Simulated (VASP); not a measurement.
Here is a VASP 6.6.1 calculation.

Contents of INCAR:

```
ALGO = Normal
EDIFF = 1E-7
ENCUT = 520
GGA = PS
ISIF = 2
ISMEAR = 0
LASPH = T
LCHARG = F
LREAL = F
LWAVE = F
NBANDS = 32
NELM = 100
PREC = Accurate
SIGMA = 0.1
```

Contents of KPOINTS:

```
k-points
0
Gamma
  9 9 2
```

Contents of POSCAR:

```
Ti
1.0
    2.7999977472      0.0000000000      0.0000000000
   -1.3999988737      2.4248691796      0.0000000000
    0.0000000000      0.0000000000      9.1407430198
Ti
4
Direct
    0.0000000000      0.0000000000      0.0000000000
    0.3333333300      0.6666666700      0.2500000000
    0.0000000000      0.0000000000      0.5000000000
    0.6666666700      0.3333333300      0.7500000000
```

Potentials or basis: VASP PAW PBE potentials, release 64 (Ti_sv).

Command:

```bash
$ cat potpaw_PBE.64/Ti_sv/POTCAR > POTCAR
$ mpirun -np 1 vasp_std > vasp.out
```

Estimate the pressure.

10.3 GPa.

What does it give for the band gap on the k mesh?

Zero (band 24 reaches 10.12 eV, above the bottom of band 25 at 8.90 eV).

Stress tensor (GPa, compression positive):
```
11.18  0.00  0.00
 0.00 11.18  0.00
 0.00  0.00  8.43
```

Caveat: the cell differs from its parent crystal (Cu replaced by Ti, lengths x 1.127, strained); the PAW data sets were made with another functional, which shifts forces and pressure a little.
